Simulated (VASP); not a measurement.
Input of a VASP 6.6.1 run:

File INCAR:

```
PREC = Accurate
ENCUT = 520
EDIFF = 1E-6
ISMEAR = 0
SIGMA = 0.1
LREAL = F
LASPH = T
NELM = 60
ALGO = Normal
ISIF = 2
LWAVE = F
LCHARG = T
GGA = PE
LELF = T
LVHAR = T
NBANDS = 22
```

The input KPOINTS:

```
Automatic mesh
0
Gamma
  4 6 4
```

File POSCAR:

```
Al
1.0
    6.3928638600      0.0000000000      0.0000000000
    0.0000000000      3.2102065700      0.0000000000
    0.0000000000      0.0000000000      6.4547466000
Al
8
Direct
    0.0298580000      0.2500000000      0.6612780000
    0.5298580000      0.2500000000      0.8387220000
    0.9701420000      0.7500000000      0.3387220000
    0.4701420000      0.7500000000      0.1612780000
    0.1536680000      0.2500000000      0.0676460300
    0.6536680000      0.2500000000      0.4323539700
    0.8463320000      0.7500000000      0.9323539700
    0.3463320000      0.7500000000      0.5676460300
```

Potentials or basis: VASP PAW PBE potentials, release 64 (Al).

The run is started by

```bash
$ cat potpaw_PBE.64/Al/POTCAR > POTCAR
$ mpirun -np 1 vasp_std > vasp.out
```

Problem. Estimate the band gap on the k mesh.

Solution. Zero (bands 12 and 13 overlap by 4.22 eV).

Problem. Predict the pressure.

Solution. 8.7 GPa.

Forces in eV/Å, atoms in the order of the input:
```
Al  -0.273  0.000  0.304
Al  -0.273  0.000 -0.304
Al   0.273  0.000 -0.304
Al   0.273  0.000  0.304
Al   0.294  0.000 -0.373
Al   0.294  0.000  0.373
Al  -0.294  0.000  0.373
Al  -0.294  0.000 -0.373
```

Caveat: the cell stands under pressure.
